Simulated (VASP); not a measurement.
# AlB3P4 (P-43m) in VASP: single point with PBE

Aim: the single point of AlB3P4 with PBE.

All numbers are computed with VASP 6.6.1; they aren't measurements. Logs are shortened: lines on timing, memory, paths and dates and some standing lists are left out, and cuts for length are marked.

### 1 The cell of the first run

It takes space group P-43m (No. 215, cubic). The conventional cell has a = 4.917 Å, b = 4.917 Å, c = 4.917 Å, α = 90.00°, β = 90.00°, γ = 90.00°. Al (site symmetry -43m) has 4 P at 2.13 Å within 2.8 Å. B (site symmetry -42m) has 4 P at 2.13 Å within 2.8 Å. P (site symmetry 3m) has 1 Al at 2.13 Å and 3 B at 2.13 Å within 2.8 Å.

### 2 Single point, PBE

Contents of INCAR:

```
SYSTEM = AlB3P4
PREC     = Accurate       ! precision mode
ENCUT    = 520            ! plane-wave cutoff, eV
EDIFF    = 1E-6           ! SCF threshold, eV
ISMEAR   = 0              ! smearing method
SIGMA    = 0.1            ! smearing width, eV
LREAL    = .False.        ! projectors in reciprocal space
LASPH    = .True.         ! aspherical terms in the spheres
NELM     = 60             ! most SCF steps
ALGO     = Normal         ! electronic algorithm
ISIF     = 2              ! what is computed and relaxed
LWAVE    = .False.        ! write WAVECAR
LCHARG   = .False.        ! write CHGCAR
GGA      = PE             ! functional
NBANDS   = 26             ! bands
```

Contents of KPOINTS:

```
Automatic mesh
0
Gamma
  4 4 4
  0 0 0
```

Contents of POSCAR:

```
AlB3P4
1.0
    4.9174027600      0.0000000000      0.0000000000
    0.0000000000      4.9174027600      0.0000000000
    0.0000000000      0.0000000000      4.9174027600
Al B P
1 3 4
Direct
    0.5000000000      0.5000000000      0.5000000000
    0.0000000000      0.0000000000      0.5000000000
    0.0000000000      0.5000000000      0.0000000000
    0.5000000000      0.0000000000      0.0000000000
    0.2500000000      0.2500000000      0.2500000000
    0.2500000000      0.7500000000      0.7500000000
    0.7500000000      0.2500000000      0.7500000000
    0.7500000000      0.7500000000      0.2500000000
```

Potentials or basis: VASP PAW PBE potentials, release 64 (Al, B, P).

The run is started by

```console
$ cat potpaw_PBE.64/Al/POTCAR potpaw_PBE.64/B/POTCAR potpaw_PBE.64/P/POTCAR > POTCAR
$ mpirun -np 1 vasp_std > vasp.out
```

OUTCAR:

```text
SYSTEM = AlB3P4
   PREC = Accurate
   ENCUT = 520
   EDIFF = 1E-6
   ISMEAR = 0
   LREAL = .False.
   LASPH = .True.
   NELM = 60
   ISIF = 2
   GGA = PE

 ion  position               nearest neighbor table
   1  0.500  0.500  0.500-   5 2.13   6 2.13   7 2.13   8 2.13
   2  0.000  0.000  0.500-   5 2.13   6 2.13   7 2.13   8 2.13
   3  0.000  0.500  0.000-   5 2.13   6 2.13   7 2.13   8 2.13
   4  0.500  0.000  0.000-   5 2.13   6 2.13   7 2.13   8 2.13
   5  0.250  0.250  0.250-   1 2.13   2 2.13   3 2.13   4 2.13
   6  0.250  0.750  0.750-   1 2.13   2 2.13   3 2.13   4 2.13
   7  0.750  0.250  0.750-   1 2.13   2 2.13   3 2.13   4 2.13
   8  0.750  0.750  0.250-   1 2.13   2 2.13   3 2.13   4 2.13

  LATTYP: Found a simple cubic cell.
 ALAT       =     4.9174027600

  Lattice vectors:

 A1 = (   4.9174027600,   0.0000000000,   0.0000000000)
 A2 = (   0.0000000000,   4.9174027600,   0.0000000000)
 A3 = (   0.0000000000,   0.0000000000,   4.9174027600)

Analysis of symmetry for initial positions (statically):
=====================================================================
 Subroutine PRICEL returns:
 Original cell was already a primitive cell.

 Routine SETGRP: Setting up the symmetry group for a
 simple cubic supercell.

 Subroutine GETGRP returns: Found 24 space group operations
 (whereof 24 operations were pure point group operations)
 out of a pool of 48 trial point group operations.

The static configuration has the point symmetry T_d .

Analysis of symmetry for dynamics (positions and initial velocities):
=====================================================================
 Subroutine PRICEL returns:
 Original cell was already a primitive cell.

 Routine SETGRP: Setting up the symmetry group for a
 simple cubic supercell.

 Subroutine GETGRP returns: Found 24 space group operations
 (whereof 24 operations were pure point group operations)
 out of a pool of 48 trial point group operations.

The dynamic configuration has the point symmetry T_d .

 Subroutine INISYM returns: Found 24 space group operations
 (whereof 24 operations are pure point group operations),
 and found     1 'primitive' translations

----------------------------------------------------------------------------------------

                                     Primitive cell

  volume of cell :     118.9070

  direct lattice vectors                    reciprocal lattice vectors
     4.917402760  0.000000000  0.000000000     0.203359385  0.000000000  0.000000000
     0.000000000  4.917402760  0.000000000     0.000000000  0.203359385  0.000000000
     0.000000000  0.000000000  4.917402760     0.000000000  0.000000000  0.203359385

  length of vectors
     4.917402760  4.917402760  4.917402760     0.203359385  0.203359385  0.203359385

  position of ions in fractional coordinates (direct lattice)
     0.500000000  0.500000000  0.500000000
     0.000000000  0.000000000  0.500000000
     0.000000000  0.500000000  0.000000000
     0.500000000  0.000000000  0.000000000
     0.250000000  0.250000000  0.250000000
     0.250000000  0.750000000  0.750000000
     0.750000000  0.250000000  0.750000000
     0.750000000  0.750000000  0.250000000

  ion indices of the primitive-cell ions
   primitive index   ion index
                 1           1
                 2           2
                 3           3
                 4           4
                 5           5
                 6           6
                 7           7
                 8           8

----------------------------------------------------------------------------------------

 KPOINTS: Automatic mesh

Automatic generation of k-mesh.
 Grid dimensions read from file:
 generate k-points for:    4    4    4

 Generating k-lattice:

  Cartesian coordinates                     Fractional coordinates (reciprocal lattice)
     0.050839846  0.000000000  0.000000000     0.250000000  0.000000000  0.000000000
     0.000000000  0.050839846  0.000000000     0.000000000  0.250000000  0.000000000
     0.000000000  0.000000000  0.050839846     0.000000000  0.000000000  0.250000000

  Length of vectors
     0.050839846  0.050839846  0.050839846

  Shift w.r.t. Gamma in fractional coordinates (k-lattice)
     0.000000000  0.000000000  0.000000000

 Subroutine IBZKPT returns following result:
 ===========================================

 Found     10 irreducible k-points:

 Following reciprocal coordinates:
            Coordinates               Weight
  0.000000  0.000000  0.000000      1.000000
  0.250000  0.000000  0.000000      6.000000
  0.500000  0.000000  0.000000      3.000000
  0.250000  0.250000  0.000000     12.000000
  0.500000  0.250000  0.000000     12.000000
  0.500000  0.500000  0.000000      3.000000
  0.250000  0.250000  0.250000      8.000000
  0.500000  0.250000  0.250000     12.000000
  0.500000  0.500000  0.250000      6.000000
  0.500000  0.500000  0.500000      1.000000
   k-points           NKPTS =     10   k-points in BZ     NKDIM =     10   number of bands    NBANDS=     26
   number of dos      NEDOS =    301   number of ions     NIONS =      8
   total plane-waves  NPLWV =  64000
   dimension x,y,z NGX =    40 NGY =   40 NGZ =   40
   dimension x,y,z NGXF=    80 NGYF=   80 NGZF=   80
   ions per type =               1   3   4
   NGX,Y,Z   is equivalent  to a cutoff of  13.52, 13.52, 13.52 a.u.
   NGXF,Y,Z  is equivalent  to a cutoff of  27.05, 27.05, 27.05 a.u.
 SYSTEM =  AlB3P4
   PREC   = accura    normal or accurate (medium, high low for compatibility)
   ISTART =      0    job   : 0-new  1-cont  2-samecut
   ICHARG =      2    charge: 1-file 2-atom 10-const
   ISPIN  =      1    spin polarized calculation?
   LNONCOLLINEAR =      F non collinear calculations
   LSORBIT =      F    spin-orbit coupling
   LASPH  =      T    aspherical Exc in radial PAW
   ENCUT  =  520.0 eV  38.22 Ry    6.18 a.u.   9.14  9.14  9.14*2*pi/ulx,y,z
   NELM   =     60;   NELMIN=  2; NELMDL= -5     # of ELM steps
   EDIFF  = 0.1E-05   stopping-criterion for ELM
   LREAL  =      F    real-space projection
[... 7 lines left out ...]
   TEBEG  =    0.0;   TEEND  =   0.0 temperature during run
   PSTRESS=    0.0 pullay stress
   NELECT =      32.0000    total number of electrons
   NUPDOWN=      -1.0000    fix difference up-down
   EMIN   =  10.00;   EMAX   =-10.00  energy-range for DOS
   EFERMI =   0.00;   METHOD = LEGACY
   ISMEAR =     0;   SIGMA  =   0.10  broadening in eV -4-tet -1-fermi 0-gaus
   EFERMI_NEDOS =   21; number of points for ismear=-14 and -15
   IALGO  =     38    algorithm
   IMIX   =      4    mixing-type and parameters
     AMIX     =   0.40;   BMIX     =  1.00
     AMIX_MAG =   1.60;   BMIX_MAG =  1.00
  volume/ion in A,a.u.               =      14.86       100.30
  Fermi-wavevector in a.u.,A,eV,Ry     =   1.056953  1.997352 15.199746  1.117150
  Thomas-Fermi vector in A             =   2.192208
   LORBIT       =      0    0 simple, 1 ext, 2 COOP (PROOUT), +10 PAW based schemes
   GGA     = PE    functional components
   LHFCALC =     F    Hartree Fock is set to
   AEXX    =    0.0000 exact exchange contribution
   IVDW    =     0    specifies the selected vdW correction
   LEPSILON=     F    determine dielectric tensor
   LRPA    =     F    only Hartree local field effects (RPA)
 non-spin polarized calculation
 Gauss-broadening in eV      SIGMA  =   0.10
  energy-cutoff  :      520.00
  volume of cell :      118.91
 maximum number of plane-waves:      3220
 NGX is ok and might be reduce to    40
   NGX = 19   NGY = 19   NGZ = 19

 number of electron      32.0000002 magnetization

 Free energy of the ion-electron system (eV)
  ---------------------------------------------------
  ext. energy  EPLUGINS =         0.00000000
  ---------------------------------------------------
  free energy    TOTEN  =       -45.60505008 eV

  energy without entropy =      -45.60505008  energy(sigma->0) =      -45.60505008

 E-fermi :   6.0490     XC(G=0): -10.0497

 val. band max:        5.5901812782   @ k =   0.0000   0.0000   0.0000
 cond. band min:       6.8106839375   @ k =   0.0000   0.0000   0.0000
 fundamental gap:      1.2205026594
 Fermi energy:         6.0490153935

 k-point     1 :       0.0000    0.0000    0.0000
  band No.  band energies     occupation
      1      -7.9127      2.00000
      2      -4.2688      2.00000
      3      -4.2688      2.00000
      4      -4.2688      2.00000
      5      -1.8591      2.00000
      6      -1.8591      2.00000
[... 18 lines left out ...]
     25       8.8734      0.00000
     26      10.9552      0.00000

 k-point     2 :       0.2500    0.0000    0.0000
  band No.  band energies     occupation
      1      -7.6053      2.00000
      2      -5.3399      2.00000
      3      -4.2064      2.00000
      4      -4.2064      2.00000
      5      -1.6964      2.00000
      6      -1.2691      2.00000
[... 18 lines left out ...]
     25      10.0671      0.00000
     26      11.8511      0.00000

 k-point     3 :       0.5000    0.0000    0.0000
  band No.  band energies     occupation
      1      -6.7151      2.00000
      2      -6.7006      2.00000
      3      -4.1402      2.00000
      4      -4.1402      2.00000
      5      -1.4904      2.00000
      6      -0.9732      2.00000
[... 18 lines left out ...]
     25      11.6954      0.00000
     26      11.7012      0.00000

 k-point     4 :       0.2500    0.2500    0.0000
  band No.  band energies     occupation
      1      -7.3056      2.00000
      2      -5.1778      2.00000
      3      -5.1136      2.00000
      4      -4.3079      2.00000
      5      -1.3732      2.00000
      6      -0.6301      2.00000
[... 18 lines left out ...]
     25      11.0510      0.00000
     26      12.5174      0.00000

 k-point     5 :       0.5000    0.2500    0.0000
  band No.  band energies     occupation
      1      -6.4408      2.00000
      2      -6.4340      2.00000
      3      -4.6958      2.00000
      4      -4.6749      2.00000
      5      -1.1130      2.00000
      6      -0.7305      2.00000
[... 18 lines left out ...]
     25      11.7486      0.00000
     26      11.9309      0.00000

 k-point     6 :       0.5000    0.5000    0.0000
  band No.  band energies     occupation
      1      -5.7179      2.00000
      2      -5.7179      2.00000
      3      -5.6560      2.00000
      4      -5.6307      2.00000
      5      -0.2346      2.00000
      6      -0.2346      2.00000
[... 18 lines left out ...]
     25      11.7384      0.00000
     26      11.7418      0.00000

 k-point     7 :       0.2500    0.2500    0.2500
  band No.  band energies     occupation
      1      -7.0168      2.00000
      2      -5.0628      2.00000
      3      -5.0628      2.00000
      4      -4.9670      2.00000
      5      -1.1084      2.00000
      6      -1.1084      2.00000
[... 18 lines left out ...]
     25      11.8212      0.00000
     26      12.1795      0.00000

 k-point     8 :       0.5000    0.2500    0.2500
  band No.  band energies     occupation
      1      -6.2006      2.00000
      2      -6.1849      2.00000
      3      -4.9307      2.00000
      4      -4.8674      2.00000
      5      -1.5482      2.00000
      6      -1.2626      2.00000
[... 18 lines left out ...]
     25      11.0779      0.00000
     26      11.5732      0.00000

 k-point     9 :       0.5000    0.5000    0.2500
  band No.  band energies     occupation
      1      -5.5894      2.00000
      2      -5.5894      2.00000
      3      -5.5606      2.00000
      4      -5.4673      2.00000
      5      -1.2796      2.00000
      6      -1.2796      2.00000
[... 18 lines left out ...]
     25      10.7056      0.00000
     26      10.9930      0.00000

 k-point    10 :       0.5000    0.5000    0.5000
  band No.  band energies     occupation
      1      -5.4391      2.00000
      2      -5.4391      2.00000
      3      -5.4391      2.00000
      4      -5.2862      2.00000
      5      -1.9310      2.00000
      6      -1.9310      2.00000
[... 18 lines left out ...]
     25      10.4105      0.00000
     26      10.5653      0.00000

------------------------ aborting loop because EDIFF is reached ----------------------------------------

  FORCE on cell =-STRESS in cart. coord.  units (eV):
  Direction    XX          YY          ZZ          XY          YZ          ZX
  --------------------------------------------------------------------------------------
  -------------------------------------------------------------------------------------
  Total       -2.2359520     -2.2359520     -2.2359520     -0.0000000     -0.0000000     -0.0000000
  in kB      -30.1276813    -30.1276813    -30.1276813     -0.0000000     -0.0000000     -0.0000000
  external PRESSURE =     -30.1276813 kB  Pullay stress =       0.0000000 kB

 VOLUME and BASIS-vectors are now :
 -----------------------------------------------------------------------------
  energy-cutoff  :      520.00
  volume of cell :      118.91
      direct lattice vectors                 reciprocal lattice vectors
     4.917402760  0.000000000  0.000000000     0.203359385  0.000000000  0.000000000
     0.000000000  4.917402760  0.000000000     0.000000000  0.203359385  0.000000000
     0.000000000  0.000000000  4.917402760     0.000000000  0.000000000  0.203359385

 POSITION                                       TOTAL-FORCE (eV/Angst)
 -----------------------------------------------------------------------------------
      2.45870      2.45870      2.45870        -0.000000     -0.000000      0.000000
      0.00000      0.00000      2.45870        -0.000000     -0.000000      0.000000
      0.00000      2.45870      0.00000        -0.000000     -0.000000     -0.000000
      2.45870      0.00000      0.00000        -0.000000     -0.000000     -0.000000
      1.22935      1.22935      1.22935        -2.615632     -2.615632     -2.615632
      1.22935      3.68805      3.68805        -2.615632      2.615632      2.615632
      3.68805      1.22935      3.68805         2.615632     -2.615632      2.615632
      3.68805      3.68805      1.22935         2.615632      2.615632     -2.615632
 -----------------------------------------------------------------------------------
    total drift:                               -0.000000     -0.000000      0.000000

  FREE ENERGIE OF THE ION-ELECTRON SYSTEM (eV)
  ---------------------------------------------------
  free  energy   TOTEN  =       -45.6050500849 eV

  energy  without entropy=      -45.6050500849  energy(sigma->0) =      -45.60505008
```

Wall time 22 s (1 thread of Intel Xeon Platinum 8488C (Sapphire Rapids), shared host); peak memory 0.24 GiB.

Results:

```yaml
Free_energy: -45.6051 eV
Pressure: -3.0 GPa
Band_gap_on_the_k_mesh: 1.22 eV, direct
```

A k mesh can miss the band edges.
